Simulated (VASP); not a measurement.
A run of VASP 6.6.1 is set up as follows.

The input INCAR:

```
SYSTEM = Pd
ALGO = Normal ; EDIFF = 1E-6
ENCUT = 520 ; GGA = CA
ISIF = 2 ; ISMEAR = -1
LASPH = .True. ; LCHARG = .False.
LREAL = .False. ; LWAVE = .False.
NBANDS = 11 ; NELM = 100
PREC = Accurate ; SIGMA = 0.1
```

KPOINTS

```
k-points
0
Gamma
  16 16 16
  0 0 0
```

File POSCAR:

```
Pd
1.0
   -1.5283962675      1.5283962675      1.5283962675
    1.5283962675     -1.5283962675      1.5283962675
    1.5283962675      1.5283962675     -1.5283962675
Pd
1
Direct
    0.0000000000      0.0000000000      0.0000000000
```

Potentials or basis: VASP PAW LDA potentials, release 64 (Pd).

The run is started by

```bash
$ cat potpaw_LDA.64/Pd/POTCAR > POTCAR
$ mpirun -np 1 vasp_std > vasp.out
```

Task: Predict the band gap on the k mesh.

Result: Zero (band 5 reaches 10.82 eV, above the bottom of band 6 at 9.04 eV).

Task: What does it give for the pressure?

Result: 0.2 GPa.
